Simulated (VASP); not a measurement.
Sb: single point with BLYP

The system is Sb.

```
Sb
1.0
     3.19658    0.00000    0.00000
     0.00000    3.19658    0.00000
     0.00000    0.00000    3.19658
Sb
1
Direct
  0.00000 0.00000 0.00000
```

```
Program                : VASP 6.6.1
Task                   : single point
Functional             : BLYP
Potentials or basis    : VASP PAW PBE potentials, release 64 (Sb)
Cutoff                 : 520 eV
k mesh                 : 8 × 8 × 8
Occupations            : fermi-dirac, width 0.05 eV
Spin                   : no spin polarisation
Dipole correction      : no
Further INCAR settings : ALGO = Normal; EDIFF = 1e-06; NBANDS = 8
```

The pressure is 0.1 GPa.

Levels at points of the mesh, in eV from the Fermi level:
| k point | band 1 | band 2 | band 3 | band 4 | band 5 | band 6 | band 7 | band 8 |
| --- | --- | --- | --- | --- | --- | --- | --- | --- |
| (0.00, 0.00, 0.00) | -11.69 | 3.02 | 3.02 | 3.02 | 7.07 | 7.07 | 8.19 | 17.22 |
| (0.50, 0.00, 0.00) | -9.64 | -4.84 | 4.69 | 4.69 | 8.91 | 10.75 | 11.10 | 11.35 |
| (0.50, 0.50, 0.00) | -7.48 | -3.08 | -3.08 | 2.89 | 6.36 | 12.26 | 13.07 | 13.07 |
| (0.50, 0.50, 0.50) | -5.12 | -1.44 | -1.44 | -1.44 | 5.25 | 5.25 | 5.25 | 7.66 |

Run time: 5.1 s on 1 thread of Intel(R) Xeon(R) 6975P-C (Granite Rapids), with other jobs on the host, peak memory 0.13 GiB.

Caveat: the PAW data sets were made with another functional, which shifts forces and pressure a little; spin-orbit coupling is left out, which moves the levels of the heavy elements.
